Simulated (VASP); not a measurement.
Input of a VASP 6.6.1 run:

File INCAR:

```
  PREC = Accurate
  ENCUT = 910
  EDIFF = 1E-6
  ISMEAR = 0
  SIGMA = 0.1
  LREAL = F
  LASPH = T
  NELM = 120
  ALGO = Normal
  ISIF = 2
  LWAVE = F
  LCHARG = F
  GGA = CA
  NBANDS = 16
  GGA_COMPAT = F
```

Contents of KPOINTS:

```
Automatic mesh
0
Gamma
  15 15 15
```

File POSCAR:

```
WC
1.0
    2.8839060085      0.0000000000      0.0000000000
   -1.4419530042      2.4975358655      0.0000000000
    0.0000000000      0.0000000000      2.8116768819
W C
1 1
Direct
    0.0000000000      0.0000000000      0.0000000000
    0.3333333333      0.6666666667      0.5000000000
```

Potentials or basis: VASP PAW LDA potentials, release 64 (W_sv, C_h).

Command:

```bash
$ cat potpaw_LDA.64/W_sv/POTCAR potpaw_LDA.64/C_h/POTCAR > POTCAR
$ mpirun -np 1 vasp_std > vasp.out
```

Q: What does it give for the pressure?

A: 2.6 GPa.

Q: Predict the band gap on the k mesh.

A: Zero (band 9 reaches 12.25 eV, above the bottom of band 10 at 11.03 eV).

Stress tensor (GPa, compression positive):
```
2.46 0.00 0.00
0.00 2.46 0.00
0.00 0.00 2.94
```

Caveat: the cutoff is under 1.25 times the usual one of these potentials, so pressure, stress and relaxed cells hold a basis-set (Pulay) error; spin-orbit coupling is left out, which moves the levels of the heavy elements.
